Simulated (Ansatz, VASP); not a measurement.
## KCl in VASP and in Ansatz

Contents of INCAR:

```
SYSTEM = KCl
  ALGO = Normal
  EDIFF = 1E-7
  ENCUT = 520
  GGA = CA
  ISIF = 2
  ISMEAR = 0
  LASPH = .TRUE.
  LCHARG = .TRUE.
  LELF = .TRUE.
  LREAL = .FALSE.
  LVHAR = .TRUE.
  LWAVE = .FALSE.
  NBANDS = 15
  NELM = 100
  PREC = Accurate
  SIGMA = 0.01
```

The input KPOINTS:

```
k-points
0
G
  4 4 4
  0 0 0
```

The input POSCAR:

```
KCl
1.0
    0.0000000000      3.5072828304      3.5072828304
    3.5072828304      0.0000000000      3.5072828304
    3.5072828304      3.5072828304      0.0000000000
K Cl
1 1
Direct
    0.0000000000      0.0000000000      0.0000000000
    0.2500000000      0.2500000000      0.2500000000
```

Input for Ansatz:

```yaml
crystal:
  lattice:
    - [0.0, 3.5072828304, 3.5072828304]
    - [3.5072828304, 0.0, 3.5072828304]
    - [3.5072828304, 3.5072828304, 0.0]
  atoms:
    - { symbol: K, position: [0.0, 0.0, 0.0] }
    - { symbol: Cl, position: [0.25, 0.25, 0.25] }
kpoints:
  mp_grid: { grid: [4, 4, 4] }
hamiltonian:
  xc: lda
scf:
  occupations: { method: fixed }
output:
  optics:
    e_range: [2, 6]
    de: 0.05
    sigma: 0.03
    scissors: 0.3
    scheme: fermi_dirac
    bands: { spectra_wanted_up_to: 6 }
```

Alike in both runs: task single point; functional LDA; k mesh 4 × 4 × 4; no spin polarisation.

|  | VASP | Ansatz |
| --- | --- | --- |
| version | VASP 6.6.1 | Ansatz 0.2.0 |
| potentials or method | VASP PAW LDA potentials, release 64 (K_sv, Cl) | plane waves, PAW |
| plane-wave cutoff (eV) | 520 | 420 |
| occupations | gaussian, width 0.01 eV | fixed |
| valence electrons in the cell | 16 | 16 |

Ansatz gave:

```
gap on the k mesh at the Fermi level (eV) : 4.46
```

**Question.** Estimate VASP's values.

**Answer.** gap on the k mesh at the Fermi level (eV): 4.47.

LDA's correlation is that of Perdew and Zunger in VASP and of Perdew and Wang (1992) in Ansatz.
